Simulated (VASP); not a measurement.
# Zr (P6_3/mmc) in VASP: a series of runs

Runs on Zr. Level: PBE. Tasks: relaxation of shape and atoms at fixed volume.

Program: VASP 6.6.1. These are calculated values, not measurements. Logs are shortened: lines on timing, memory, paths and dates and some standing lists are left out, and cuts for length are marked.

**1. The cell of the first run**

Symmetry: P6_3/mmc, No. 194, hexagonal system. Conventional cell: a = 3.188 Å, b = 3.188 Å, c = 5.102 Å, α = 90.00°, β = 90.00°, γ = 120.00°. Zr (site symmetry -6m2) has 12 Zr at 3.15 to 3.19 Å within 4.1 Å.

**2. Relaxation of shape and atoms at fixed volume, PBE (22.46 Å³/atom)**

INCAR reads:

```
PREC = Accurate
ENCUT = 600
EDIFF = 1E-6
ISMEAR = 0
SIGMA = 0.05
LREAL = F
LASPH = T
NELM = 80
ALGO = Fast
ISIF = 4
LWAVE = F
LCHARG = F
GGA = PE
IBRION = 2
NSW = 60
EDIFFG = -0.01
```

KPOINTS reads:

```
Automatic mesh
0
Gamma
  16 16 10
```

POSCAR reads:

```
Zr
1.0
    3.1883543503      0.0000000000      0.0000000000
   -1.5941771751      2.7611958636      0.0000000000
    0.0000000000      0.0000000000      5.1016826503
Zr
2
Direct
    0.3333333333      0.6666666667      0.2500000000
    0.6666666667      0.3333333333      0.7500000000
```

Potentials or basis: VASP PAW PBE potentials, release 64 (Zr_sv).

The run is started by

```bash
cat potpaw_PBE.64/Zr_sv/POTCAR > POTCAR
mpirun -np 1 vasp_std > vasp.out
```

OUTCAR:

```text
PREC = Accurate
   ENCUT = 600
   EDIFF = 1E-6
   ISMEAR = 0
   LREAL = F
   LASPH = T
   NELM = 80
   ISIF = 4
   GGA = PE
   IBRION = 2
   NSW = 60
   EDIFFG = -0.01

 ion  position               nearest neighbor table
   1  0.333  0.667  0.250-   2 3.15   2 3.15   2 3.15   2 3.15   2 3.15   2 3.15
   2  0.667  0.333  0.750-   1 3.15   1 3.15   1 3.15   1 3.15   1 3.15   1 3.15

  LATTYP: Found a hexagonal cell.
 ALAT       =     3.1883543503
 C/A-ratio  =     1.6000990134

  Lattice vectors:

 A1 = (   3.1883543503,   0.0000000000,   0.0000000000)
 A2 = (  -1.5941771751,   2.7611958636,   0.0000000000)
 A3 = (   0.0000000000,   0.0000000000,   5.1016826503)

Analysis of symmetry for initial positions (statically):
=====================================================================
 Subroutine PRICEL returns:
 Original cell was already a primitive cell.

 Routine SETGRP: Setting up the symmetry group for a
 hexagonal supercell.

 Subroutine GETGRP returns: Found 24 space group operations
 (whereof 12 operations were pure point group operations)
 out of a pool of 24 trial point group operations.

The static configuration has the point symmetry D_3d.
 The point group associated with its full space group is D_6h.

Analysis of symmetry for dynamics (positions and initial velocities):
=====================================================================
 Subroutine PRICEL returns:
 Original cell was already a primitive cell.

 Routine SETGRP: Setting up the symmetry group for a
 hexagonal supercell.

 Subroutine GETGRP returns: Found 24 space group operations
 (whereof 12 operations were pure point group operations)
 out of a pool of 24 trial point group operations.

The dynamic configuration has the point symmetry D_3d.
 The point group associated with its full space group is D_6h.

 Subroutine INISYM returns: Found 24 space group operations
 (whereof 12 operations are pure point group operations),
 and found     1 'primitive' translations

----------------------------------------------------------------------------------------

                                     Primitive cell

  volume of cell :      44.9135

  direct lattice vectors                    reciprocal lattice vectors
     3.188354350  0.000000000  0.000000000     0.313641424  0.181080961  0.000000000
    -1.594177175  2.761195864  0.000000000     0.000000000  0.362161922  0.000000000
     0.000000000  0.000000000  5.101682650     0.000000000  0.000000000  0.196013760

  length of vectors
     3.188354350  3.188354350  5.101682650     0.362161922  0.362161922  0.196013760

  position of ions in fractional coordinates (direct lattice)
     0.333333333  0.666666667  0.250000000
     0.666666667  0.333333333  0.750000000

  ion indices of the primitive-cell ions
   primitive index   ion index
                 1           1
                 2           2

----------------------------------------------------------------------------------------

 KPOINTS: Automatic mesh

Automatic generation of k-mesh.
 Grid dimensions read from file:
 generate k-points for:   16   16   10

 Generating k-lattice:

  Cartesian coordinates                     Fractional coordinates (reciprocal lattice)
     0.019602589  0.011317560  0.000000000     0.062500000  0.000000000  0.000000000
     0.000000000  0.022635120  0.000000000     0.000000000  0.062500000  0.000000000
     0.000000000  0.000000000  0.019601376     0.000000000  0.000000000  0.100000000

  Length of vectors
     0.022635120  0.022635120  0.019601376

  Shift w.r.t. Gamma in fractional coordinates (k-lattice)
     0.000000000  0.000000000  0.000000000

 Subroutine IBZKPT returns following result:
 ===========================================

 Found    180 irreducible k-points:

 Following reciprocal coordinates:
            Coordinates               Weight
  0.000000  0.000000  0.000000      1.000000
  0.062500  0.000000  0.000000      6.000000
  0.125000  0.000000  0.000000      6.000000
  0.187500  0.000000  0.000000      6.000000
  0.250000  0.000000  0.000000      6.000000
  0.312500  0.000000  0.000000      6.000000
[... 16 lines left out ...]
  0.187500  0.187500  0.000000      6.000000
  0.250000  0.187500  0.000000     12.000000
 [... further k-points ...]
   k-points           NKPTS =    180   k-points in BZ     NKDIM =    180   number of bands    NBANDS=     16
   number of dos      NEDOS =    301   number of ions     NIONS =      2
   total plane-waves  NPLWV =  32928
   dimension x,y,z NGX =    28 NGY =   28 NGZ =   42
   dimension x,y,z NGXF=    56 NGYF=   56 NGZF=   84
   ions per type =               2
   NGX,Y,Z   is equivalent  to a cutoff of  14.60, 14.60, 13.69 a.u.
   NGXF,Y,Z  is equivalent  to a cutoff of  29.20, 29.20, 27.37 a.u.
 SYSTEM =  unknown system
   PREC   = accura    normal or accurate (medium, high low for compatibility)
   ISTART =      0    job   : 0-new  1-cont  2-samecut
   ICHARG =      2    charge: 1-file 2-atom 10-const
   ISPIN  =      1    spin polarized calculation?
   LNONCOLLINEAR =      F non collinear calculations
   LSORBIT =      F    spin-orbit coupling
   LASPH  =      T    aspherical Exc in radial PAW
   ENCUT  =  600.0 eV  44.10 Ry    6.64 a.u.   6.37  6.37 10.19*2*pi/ulx,y,z
   NELM   =     80;   NELMIN=  2; NELMDL= -5     # of ELM steps
   EDIFF  = 0.1E-05   stopping-criterion for ELM
   LREAL  =      F    real-space projection
   EDIFFG = -.1E-01   stopping-criterion for IOM
   NSW    =     60    number of steps for IOM
   IBRION =      2    ionic relax: 0-MD 1-quasi-New 2-CG
   NFREE  =      1    steps in history (QN), initial steepest desc. (CG)
   ISIF   =      4    stress and relaxation
   ISYM   =      2    0-nonsym 1-usesym 2-fastsym
   POTIM  = 0.5000    time-step for ionic-motion
   TEBEG  =    0.0;   TEEND  =   0.0 temperature during run
   PSTRESS=    0.0 pullay stress
   NELECT =      24.0000    total number of electrons
   NUPDOWN=      -1.0000    fix difference up-down
   EMIN   =  10.00;   EMAX   =-10.00  energy-range for DOS
   EFERMI =   0.00;   METHOD = LEGACY
   ISMEAR =     0;   SIGMA  =   0.05  broadening in eV -4-tet -1-fermi 0-gaus
   EFERMI_NEDOS =   21; number of points for ismear=-14 and -15
   IALGO  =     68    algorithm
   IMIX   =      4    mixing-type and parameters
     AMIX     =   0.40;   BMIX     =  1.00
     AMIX_MAG =   1.60;   BMIX_MAG =  1.00
  volume/ion in A,a.u.               =      22.46       151.55
  Fermi-wavevector in a.u.,A,eV,Ry     =   1.328473  2.510451 24.012124  1.764841
  Thomas-Fermi vector in A             =   2.457708
   LORBIT       =      0    0 simple, 1 ext, 2 COOP (PROOUT), +10 PAW based schemes
   GGA     = PE    functional components
   LHFCALC =     F    Hartree Fock is set to
   AEXX    =    0.0000 exact exchange contribution
   IVDW    =     0    specifies the selected vdW correction
   LEPSILON=     F    determine dielectric tensor
   LRPA    =     F    only Hartree local field effects (RPA)
 conjugate gradient relaxation of ions
 non-spin polarized calculation
 RMM-DIIS sequential band-by-band and
 Gauss-broadening in eV      SIGMA  =   0.05
  energy-cutoff  :      600.00
  volume of cell :       44.91
 maximum number of plane-waves:      1522
 NGX is ok and might be reduce to    28
   NGX = 13   NGY = 13   NGZ = 21

--------------------------------------- Ionic step        1  -------------------------------------------

 number of electron      24.0000000 magnetization

 Free energy of the ion-electron system (eV)
  ---------------------------------------------------
  ext. energy  EPLUGINS =         0.00000000
  ---------------------------------------------------
  free energy    TOTEN  =       -17.01946982 eV

  energy without entropy =      -17.01678459  energy(sigma->0) =      -17.01812720

------------------------ aborting loop because EDIFF is reached ----------------------------------------

  FORCE on cell =-STRESS in cart. coord.  units (eV):
  Direction    XX          YY          ZZ          XY          YZ          ZX
  --------------------------------------------------------------------------------------
  -------------------------------------------------------------------------------------
  Total        1.1275566      1.1275566      1.2038958      0.0000000      0.0000000      0.0000000
  in kB       40.2227428     40.2227428     42.9459520      0.0000000      0.0000000      0.0000000
  external PRESSURE =      41.1304792 kB  Pullay stress =       0.0000000 kB
[... 57 lines left out ...]
  energy  without entropy=      -17.0168157231  energy(sigma->0) =      -17.01817491

--------------------------------------- Ionic step        3  -------------------------------------------

 number of electron      24.0000000 magnetization

 Free energy of the ion-electron system (eV)
  ---------------------------------------------------
  ext. energy  EPLUGINS =         0.00000000
  ---------------------------------------------------
  free energy    TOTEN  =       -17.01954332 eV

  energy without entropy =      -17.01680679  energy(sigma->0) =      -17.01817506

 E-fermi :   9.4083     XC(G=0): -11.2470

 val. band max:        9.4058386905   @ k =   0.0000   0.0000   0.5000
 cond. band min:       9.4117039004   @ k =   0.1875   0.1875   0.5000
 fundamental gap:      0.0058652099
 Fermi energy:         9.4083434240

 k-point     1 :       0.0000    0.0000    0.0000
  band No.  band energies     occupation
      1     -39.3679      2.00000
      2     -39.1937      2.00000
      3     -17.9508      2.00000
      4     -16.9755      2.00000
      5     -16.9755      2.00000
      6     -16.8393      2.00000
[... 8 lines left out ...]
     15      10.9933      0.00000
     16      10.9933      0.00000
[... 420 lines left out ...]
  band No.  band energies     occupation
      1     -39.2321      2.00000
      2     -39.1516      2.00000
      3     -17.5645      2.00000
      4     -17.5569      2.00000
      5     -17.4903      2.00000
      6     -17.2179      2.00000
[... 8 lines left out ...]
     15      10.5420      0.00000
     16      12.5080      0.00000

 [... further k-points ...]
[... 5 lines left out ...]
  --------------------------------------------------------------------------------------
  -------------------------------------------------------------------------------------
  Total        1.1514783      1.1514783      1.1444463      0.0000000      0.0000000      0.0000000
  in kB       41.0760897     41.0760897     40.8252412      0.0000000      0.0000000      0.0000000
  external PRESSURE =      40.9924736 kB  Pullay stress =       0.0000000 kB
[... 17 lines left out ...]
  FREE ENERGIE OF THE ION-ELECTRON SYSTEM (eV)
  ---------------------------------------------------
  free  energy   TOTEN  =       -17.0195433201 eV

  energy  without entropy=      -17.0168067934  energy(sigma->0) =      -17.01817506

 reached required accuracy - stopping structural energy minimisation
```

It took 5 min on 1 thread of Intel Xeon 8259CL, shared host; peak memory 0.28 GiB.

What came out:

```
Free energy               : -17.0195 eV
Energy gained by relaxing : 0.0 meV/atom
Ionic steps               : 3
Pressure after relaxing   : 4.1 GPa
Band gap on the k mesh    : zero (bands 12 and 13 overlap by 1.26 eV)
```

Final structure:
```xyz
2
Lattice="3.1850 0.0000 0.0000 -1.5925 2.7583 0.0000 0.0000 0.0000 5.1123" Properties=species:S:1:pos:R:3 pbc="T T T"
Zr    0.0000    1.8389    1.2781
Zr    1.5925    0.9194    3.8342
```

**3. Relaxation of shape and atoms at fixed volume, PBE (22.92 Å³/atom)**

This run uses another cell than the first one, of 22.92 Å³/atom.

INCAR reads:

```
PREC = Accurate ; ENCUT = 600
EDIFF = 1E-7 ; ISMEAR = 0
SIGMA = 0.05 ; LREAL = F
LASPH = T ; NELM = 60
ALGO = Fast ; ISIF = 4
LWAVE = F ; LCHARG = F
GGA = PE ; IBRION = 2
NSW = 60 ; EDIFFG = -0.01
```

KPOINTS is that of step 2.

POSCAR reads:

```
Zr
1.0
    3.2103436958      0.0000000000      0.0000000000
   -1.6051718479      2.7802391955      0.0000000000
    0.0000000000      0.0000000000      5.1368677804
Zr
2
Direct
    0.3333333333      0.6666666667      0.2500000000
    0.6666666667      0.3333333333      0.7500000000
```

Potentials or basis: VASP PAW PBE potentials, release 64 (Zr_sv).

The run is started by

```bash
cat potpaw_PBE.64/Zr_sv/POTCAR > POTCAR
mpirun -np 1 vasp_std > vasp.out
```

It took 3.6 min on 1 thread of Intel Xeon 8259CL, shared host; peak memory 0.29 GiB.

The run converged. Its results:

```yaml
Free_energy: -17.0375 eV
Energy_gained_by_relaxing: 0.0 meV/atom
Ionic_steps: 2
Pressure_after_relaxing: 2.0 GPa
Band_gap_on_the_k_mesh: zero (bands 12 and 13 overlap by 1.23 eV)
```

Final structure:
```
Zr
1.0
     3.20934    0.00000    0.00000
    -1.60467    2.77937    0.00000
     0.00000    0.00000    5.14009
Zr
2
Cartesian
  0.0000 1.8529 1.2850
  1.6047 0.9265 3.8551
```

Levels at points of the mesh, in eV from the Fermi level:
```csv
k point,band 8,band 9,band 10,band 11,band 12,band 13,band 14,band 15,band 16
"(0.00, 0.00, 0.00)",-26.30,-5.69,-3.08,0.87,0.87,0.96,1.18,1.56,1.56
"(0.50, 0.00, 0.00)",-26.42,-2.63,-2.54,-2.20,-0.17,0.56,0.76,1.45,5.01
"(0.00, 0.00, 0.50)",-26.38,-3.98,-3.98,0.01,0.01,0.78,0.78,0.78,0.78
"(0.50, 0.00, 0.50)",-26.55,-2.92,-2.92,-1.10,-1.10,1.68,1.68,2.25,2.25
```
